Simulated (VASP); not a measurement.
# Zr (P6_3/mmc) in VASP: a series of runs, part 2 of 3

VASP 6.6.1.

### 3 Single point, PBE

This run uses another cell than the first one, of 22.11 Å³/atom, 0.941 times its volume.

The input, INCAR:

```
SYSTEM = Zr
ALGO = Normal ; EDIFF = 1E-6
ENCUT = 520 ; GGA = PE
ISIF = 2 ; ISMEAR = -1
LASPH = .True. ; LCHARG = .True.
LELF = .True. ; LREAL = .False.
LVHAR = .True. ; LWAVE = .False.
NBANDS = 19 ; NELM = 60
PREC = Accurate ; SIGMA = 0.058
```

The input, KPOINTS:

```
k-points
0
Gamma
  6 6 4
  0 0 0
```

The input, POSCAR:

```
Zr
1.0
    3.1742309113      0.0000000000      0.0000000000
   -1.5871154557      2.7489646067      0.0000000000
    0.0000000000      0.0000000000      5.0684309055
Zr
2
Direct
    0.3333333333      0.6666666667      0.2500000000
    0.6666666667      0.3333333333      0.7500000000
```

Potentials or basis: VASP PAW PBE potentials, release 64 (Zr_sv).

The run is started by

```
> cat potpaw_PBE.64/Zr_sv/POTCAR > POTCAR
> mpirun -np 1 vasp_std > vasp.out
```

OUTCAR:

```text
SYSTEM = Zr
   EDIFF = 1E-6
   ENCUT = 520
   GGA = PE
   ISIF = 2
   ISMEAR = -1
   LASPH = .True.
   LREAL = .False.
   NELM = 60
   PREC = Accurate

 ion  position               nearest neighbor table
   1  0.333  0.667  0.250-   2 3.13   2 3.13   2 3.13   2 3.13   2 3.13   2 3.13
   2  0.667  0.333  0.750-   1 3.13   1 3.13   1 3.13   1 3.13   1 3.13   1 3.13

  LATTYP: Found a hexagonal cell.
 ALAT       =     3.1742309113
 C/A-ratio  =     1.5967429740

  Lattice vectors:

 A1 = (   3.1742309113,   0.0000000000,   0.0000000000)
 A2 = (  -1.5871154557,   2.7489646067,   0.0000000000)
 A3 = (   0.0000000000,   0.0000000000,   5.0684309055)

Analysis of symmetry for initial positions (statically):
=====================================================================
 Subroutine PRICEL returns:
 Original cell was already a primitive cell.

 Routine SETGRP: Setting up the symmetry group for a
 hexagonal supercell.

 Subroutine GETGRP returns: Found 24 space group operations
 (whereof 12 operations were pure point group operations)
 out of a pool of 24 trial point group operations.

The static configuration has the point symmetry D_3d.
 The point group associated with its full space group is D_6h.

Analysis of symmetry for dynamics (positions and initial velocities):
=====================================================================
 Subroutine PRICEL returns:
 Original cell was already a primitive cell.

 Routine SETGRP: Setting up the symmetry group for a
 hexagonal supercell.

 Subroutine GETGRP returns: Found 24 space group operations
 (whereof 12 operations were pure point group operations)
 out of a pool of 24 trial point group operations.

The dynamic configuration has the point symmetry D_3d.
 The point group associated with its full space group is D_6h.

 Subroutine INISYM returns: Found 24 space group operations
 (whereof 12 operations are pure point group operations),
 and found     1 'primitive' translations

----------------------------------------------------------------------------------------

                                     Primitive cell

  volume of cell :      44.2264

  direct lattice vectors                    reciprocal lattice vectors
     3.174230911  0.000000000  0.000000000     0.315036942  0.181886663  0.000000000
    -1.587115456  2.748964607  0.000000000     0.000000000  0.363773327  0.000000000
     0.000000000  0.000000000  5.068430905     0.000000000  0.000000000  0.197299720

  length of vectors
     3.174230911  3.174230911  5.068430905     0.363773327  0.363773327  0.197299720

  position of ions in fractional coordinates (direct lattice)
     0.333333333  0.666666667  0.250000000
     0.666666667  0.333333333  0.750000000

  ion indices of the primitive-cell ions
   primitive index   ion index
                 1           1
                 2           2

----------------------------------------------------------------------------------------

 KPOINTS: k-points

Automatic generation of k-mesh.
 Grid dimensions read from file:
 generate k-points for:    6    6    4

 Generating k-lattice:

  Cartesian coordinates                     Fractional coordinates (reciprocal lattice)
     0.052506157  0.030314444  0.000000000     0.166666667 -0.000000000  0.000000000
     0.000000000  0.060628888  0.000000000     0.000000000  0.166666667  0.000000000
     0.000000000  0.000000000  0.049324930     0.000000000  0.000000000  0.250000000

  Length of vectors
     0.060628888  0.060628888  0.049324930

  Shift w.r.t. Gamma in fractional coordinates (k-lattice)
     0.000000000  0.000000000  0.000000000

 Subroutine IBZKPT returns following result:
 ===========================================

 Found     21 irreducible k-points:

 Following reciprocal coordinates:
            Coordinates               Weight
  0.000000  0.000000  0.000000      1.000000
  0.166667  0.000000  0.000000      6.000000
  0.333333  0.000000  0.000000      6.000000
  0.500000  0.000000  0.000000      3.000000
  0.166667  0.166667  0.000000      6.000000
  0.333333  0.166667  0.000000     12.000000
[... 13 lines left out ...]
  0.333333  0.166667  0.500000     12.000000
  0.333333  0.333333  0.500000      2.000000
   k-points           NKPTS =     21   k-points in BZ     NKDIM =     21   number of bands    NBANDS=     19
   number of dos      NEDOS =    301   number of ions     NIONS =      2
   total plane-waves  NPLWV =  23040
   dimension x,y,z NGX =    24 NGY =   24 NGZ =   40
   dimension x,y,z NGXF=    48 NGYF=   48 NGZF=   80
   ions per type =               2
   NGX,Y,Z   is equivalent  to a cutoff of  12.57, 12.57, 13.12 a.u.
   NGXF,Y,Z  is equivalent  to a cutoff of  25.14, 25.14, 26.24 a.u.
 SYSTEM =  Zr
   PREC   = accura    normal or accurate (medium, high low for compatibility)
   ISTART =      0    job   : 0-new  1-cont  2-samecut
   ICHARG =      2    charge: 1-file 2-atom 10-const
   ISPIN  =      1    spin polarized calculation?
   LNONCOLLINEAR =      F non collinear calculations
   LSORBIT =      F    spin-orbit coupling
   LASPH  =      T    aspherical Exc in radial PAW
   ENCUT  =  520.0 eV  38.22 Ry    6.18 a.u.   5.90  5.90  9.42*2*pi/ulx,y,z
   NELM   =     60;   NELMIN=  2; NELMDL= -5     # of ELM steps
   EDIFF  = 0.1E-05   stopping-criterion for ELM
   LREAL  =      F    real-space projection
   EDIFFG = 0.1E-04   stopping-criterion for IOM
   NSW    =      0    number of steps for IOM
   IBRION =     -1    ionic relax: 0-MD 1-quasi-New 2-CG
   NFREE  =      0    steps in history (QN), initial steepest desc. (CG)
   ISIF   =      2    stress and relaxation
   ISYM   =      2    0-nonsym 1-usesym 2-fastsym
   POTIM  = 0.5000    time-step for ionic-motion
   TEBEG  =    0.0;   TEEND  =   0.0 temperature during run
   PSTRESS=    0.0 pullay stress
   NELECT =      24.0000    total number of electrons
   NUPDOWN=      -1.0000    fix difference up-down
   EMIN   =  10.00;   EMAX   =-10.00  energy-range for DOS
   EFERMI =   0.00;   METHOD = LEGACY
   ISMEAR =    -1;   SIGMA  =   0.06  broadening in eV -4-tet -1-fermi 0-gaus
   EFERMI_NEDOS =   21; number of points for ismear=-14 and -15
   IALGO  =     38    algorithm
   IMIX   =      4    mixing-type and parameters
     AMIX     =   0.40;   BMIX     =  1.00
     AMIX_MAG =   1.60;   BMIX_MAG =  1.00
  volume/ion in A,a.u.               =      22.11       149.23
  Fermi-wavevector in a.u.,A,eV,Ry     =   1.335318  2.523386 24.260213  1.783075
  Thomas-Fermi vector in A             =   2.464032
   LORBIT       =      0    0 simple, 1 ext, 2 COOP (PROOUT), +10 PAW based schemes
   GGA     = PE    functional components
   LHFCALC =     F    Hartree Fock is set to
   AEXX    =    0.0000 exact exchange contribution
   IVDW    =     0    specifies the selected vdW correction
   LEPSILON=     F    determine dielectric tensor
   LRPA    =     F    only Hartree local field effects (RPA)
 non-spin polarized calculation
  energy-cutoff  :      520.00
  volume of cell :       44.23
 maximum number of plane-waves:      1208
 NGX is ok and might be reduce to    24
   NGX = 11   NGY = 11   NGZ = 19

 number of electron      23.9999999 magnetization

 Free energy of the ion-electron system (eV)
  ---------------------------------------------------
  ext. energy  EPLUGINS =         0.00000000
  ---------------------------------------------------
  free energy    TOTEN  =       -17.00411368 eV

  energy without entropy =      -16.97438891  energy(sigma->0) =      -16.98925129

 E-fermi :   9.6208     XC(G=0): -11.3170

 val. band max:        9.6065243047   @ k =   0.0000   0.0000   0.5000
 cond. band min:       9.6762908280   @ k =   0.1667   0.1667   0.5000
 fundamental gap:      0.0697665233
 Fermi energy:         9.6208142826

 k-point     1 :       0.0000    0.0000    0.0000
  band No.  band energies     occupation
      1     -39.1541      2.00000
      2     -38.9647      2.00000
      3     -17.7771      2.00000
      4     -16.7501      2.00000
      5     -16.7501      2.00000
      6     -16.5974      2.00000
[... 11 lines left out ...]
     18      11.8325      0.00000
     19      14.2656      0.00000
[... 419 lines left out ...]
 k-point    21 :       0.3333    0.3333    0.5000
  band No.  band energies     occupation
      1     -38.9408      2.00000
      2     -38.9408      2.00000
      3     -17.5050      2.00000
      4     -17.5050      2.00000
      5     -17.2339      2.00000
      6     -17.2339      2.00000
[... 11 lines left out ...]
     18      14.2316      0.00000
     19      18.1277      0.00000

------------------------ aborting loop because EDIFF is reached ----------------------------------------

  FORCE on cell =-STRESS in cart. coord.  units (eV):
  Direction    XX          YY          ZZ          XY          YZ          ZX
  --------------------------------------------------------------------------------------
  -------------------------------------------------------------------------------------
  Total        1.4501884      1.4501884      1.6472880     -0.0000000      0.0000000      0.0000000
  in kB       52.5356153     52.5356153     59.6758906     -0.0000000      0.0000000      0.0000000
  external PRESSURE =      54.9157071 kB  Pullay stress =       0.0000000 kB

 VOLUME and BASIS-vectors are now :
 -----------------------------------------------------------------------------
  energy-cutoff  :      520.00
  volume of cell :       44.23
      direct lattice vectors                 reciprocal lattice vectors
     3.174230911  0.000000000  0.000000000     0.315036942  0.181886663  0.000000000
    -1.587115456  2.748964607  0.000000000     0.000000000  0.363773327  0.000000000
     0.000000000  0.000000000  5.068430905     0.000000000  0.000000000  0.197299720

 POSITION                                       TOTAL-FORCE (eV/Angst)
 -----------------------------------------------------------------------------------
     -0.00000      1.83264      1.26711        -0.000000      0.000000      0.000000
      1.58712      0.91632      3.80132         0.000000     -0.000000      0.000000
 -----------------------------------------------------------------------------------
    total drift:                               -0.000000      0.000000     -0.000000

  FREE ENERGIE OF THE ION-ELECTRON SYSTEM (eV)
  ---------------------------------------------------
  free  energy   TOTEN  =       -17.0041136763 eV

  energy  without entropy=      -16.9743889062  energy(sigma->0) =      -16.98925129
```

OSZICAR:

```text
N       E                     dE             d eps       ncg     rms          rms(c)
DAV:   1     0.215866874368E+03    0.21587E+03   -0.13384E+04   798   0.127E+03
DAV:   2    -0.248421578918E+01   -0.21835E+03   -0.21379E+03   941   0.369E+02
DAV:   3    -0.171760024504E+02   -0.14692E+02   -0.14579E+02  1430   0.706E+01
DAV:   4    -0.176264006825E+02   -0.45040E+00   -0.44916E+00   936   0.117E+01
DAV:   5    -0.176367863670E+02   -0.10386E-01   -0.10382E-01  1163   0.143E+00    0.158E+01
DAV:   6    -0.170972452287E+02    0.53954E+00   -0.83908E-01   851   0.710E+00    0.644E+00
DAV:   7    -0.169972066051E+02    0.10004E+00   -0.56861E-01  1127   0.510E+00    0.114E+00
DAV:   8    -0.170039505808E+02   -0.67440E-02   -0.35669E-02  1010   0.150E+00    0.234E-01
DAV:   9    -0.170041436126E+02   -0.19303E-03   -0.12891E-03  1059   0.317E-01    0.279E-02
DAV:  10    -0.170041108587E+02    0.32754E-04   -0.37102E-05  1075   0.400E-02    0.183E-02
DAV:  11    -0.170041137804E+02   -0.29217E-05   -0.68789E-06   880   0.288E-02    0.213E-03
DAV:  12    -0.170041136763E+02    0.10412E-06   -0.15383E-07   498   0.281E-03
   1 F= -.17004114E+02 E0= -.16989251E+02  d E =-.297248E-01
```

Run time: 7.2 s. Hardware: 1 thread of Intel Xeon 6975P-C (Granite Rapids), shared host; peak memory 0.15 GiB.

Results:

```yaml
Free_energy: -17.0041 eV
Pressure: 5.5 GPa
Band_gap_on_the_k_mesh: zero (band 12 reaches 10.46 eV, above the bottom of band 13 at 9.60 eV)
```

Stress tensor (GPa, compression positive):
```
5.25 0.00 0.00
0.00 5.25 0.00
0.00 0.00 5.97
```

Caveat: the k points lie up to 0.38 Å⁻¹ apart.

(Part 2 of 3 ends here.)
